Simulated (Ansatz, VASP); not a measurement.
## Si2C: VASP beside Ansatz

```
CELL_PARAMETERS angstrom
3.53772 0.00000 0.00000
-1.76886 3.06375 0.00000
0.00000 0.00000 8.46110
ATOMIC_POSITIONS crystal
C 0.66667 0.33333 0.52810
C 0.33333 0.66667 0.47190
Si 0.33333 0.66667 0.25147
Si 0.00000 0.00000 0.86292
Si 0.00000 0.00000 0.13708
Si 0.66667 0.33333 0.74853
```

Alike in both runs: task single point; functional PBE; k mesh 12 × 12 × 4; occupations fermi-dirac, width 0.02 eV; no spin polarisation.

|  | VASP | Ansatz |
| --- | --- | --- |
| version | VASP 6.6.1 | Ansatz 0.2.0 |
| potentials or method | VASP PAW PBE potentials, release 64 (C, Si) | plane waves, PAW |
| plane-wave cutoff (eV) | 520 | 420 |
| valence electrons in the cell | 24 | 24 |

VASP gave:

| Quantity | Value |
| --- | --- |
| pressure (GPa) | 1.4 |
| rms of the force components (eV/Å) | 0.074 |

What did Ansatz give for the same quantities?

Pressure (GPa): 1.4; rms of the force components (eV/Å): 0.077.
